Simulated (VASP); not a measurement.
Runs of VASP 6.6.1 on O. The structure is tetragonal, space group P4/mmm (No. 123). The conventional cell has a = 1.776 Å, b = 1.776 Å, c = 3.053 Å, α = 90.00°, β = 90.00°, γ = 90.00°. Within 2.4 Å of O (site symmetry 4/mmm) lie 4 O at 1.78 Å. 

| smearing | gap on the mesh (eV) | pressure (GPa) |
| --- | --- | --- |
| fermi-dirac 0.05 eV | none | -4.1 |
| fermi-dirac 0.1 eV | none | (b) |
| fermi-dirac 0.025 eV | none | (a) |
| fermi-dirac 0.25 eV | none | -1.2 |
| fermi-dirac 0.15 eV | none | -2.9 |

Alike in all rows: task single point; level r2SCAN; potentials or basis VASP PAW PBE potentials, release 64 (O); no spin polarisation; cell as given; k mesh 7 × 7 × 4, shifted; cutoff (eV) 520.

**Question.** Fill in the values left out.

**Answer.** (a) -4.5; (b) -3.4.

Caveats: all runs use coarse meshes; the PAW data sets were made with another functional, which shifts forces and pressure a little.

A gap of «none» marks levels without a gap at the run's occupations.
